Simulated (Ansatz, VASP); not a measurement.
# WC: VASP beside Ansatz

Contents of INCAR:

```
ALGO = Fast
EDIFF = 1E-6
ENCUT = 520
GGA = PE
ISIF = 2
ISMEAR = 0
LASPH = True
LCHARG = True
LELF = True
LREAL = False
LVHAR = True
LWAVE = False
NBANDS = 16
NELM = 100
PREC = Accurate
SIGMA = 0.15
```

File KPOINTS:

```
k-points
0
Gamma
  24 24 22
```

POSCAR

```
WC
1.0
    2.9217716515      0.0000000000      0.0000000000
   -1.4608858258      2.5303284743      0.0000000000
    0.0000000000      0.0000000000      2.8470758817
W C
1 1
Direct
   -0.0513387143      0.0000000000     -0.0526856347
    0.6666666667      0.3333333333      0.5000000000
```

Input for Ansatz:

```yaml
crystal:
  lattice:
    - [2.9217716515, 0.0, 0.0]
    - [-1.4608858258, 2.5303284743, 0.0]
    - [0.0, 0.0, 2.8470758817]
  atoms:
    - { symbol: W, position: [-0.0513387143, 0.0, -0.0526856347] }
    - { symbol: C, position: [0.6666666667, 0.3333333333, 0.5] }
basis:
  ecutwfc: 420
kpoints:
  mp_grid: { grid: [24, 24, 22] }
hamiltonian:
  xc: pbe
scf:
  occupations: { method: gaussian, width: 0.15 }
output:
  forces: true
  stress: true
  eigenvalues: true
  write_density: true
  write_potential: true
  elf: true
  volumetric_format: npy
```

Alike in both runs: task single point; functional PBE; k mesh 24 × 24 × 22; occupations gaussian, width 0.15 eV; no spin polarisation.

|  | VASP | Ansatz |
| --- | --- | --- |
| version | VASP 6.6.1 | Ansatz 0.2.0 |
| potentials or method | VASP PAW PBE potentials, release 64 (W_sv, C), cutoff 520 eV | scalar-relativistic, plane waves, PAW |
| valence electrons in the cell | 18 | 18 |

```tsv
	VASP	Ansatz	Ansatz less VASP
gap on the k mesh at the Fermi level (eV)	none	none	-
pressure (GPa)	9.4	8.3	-1.16
traceless stress, the component that is largest in VASP (GPa)	8.39	8.33	-0.062
rms of the force components (eV/Å)	1.900	1.887	-0.0135
```

Atom by atom the forces differ by 0.014 eV/Å (rms over components). A gap of «none» marks a metal or a gap that the smearing closes.

Spin-orbit coupling is off throughout.
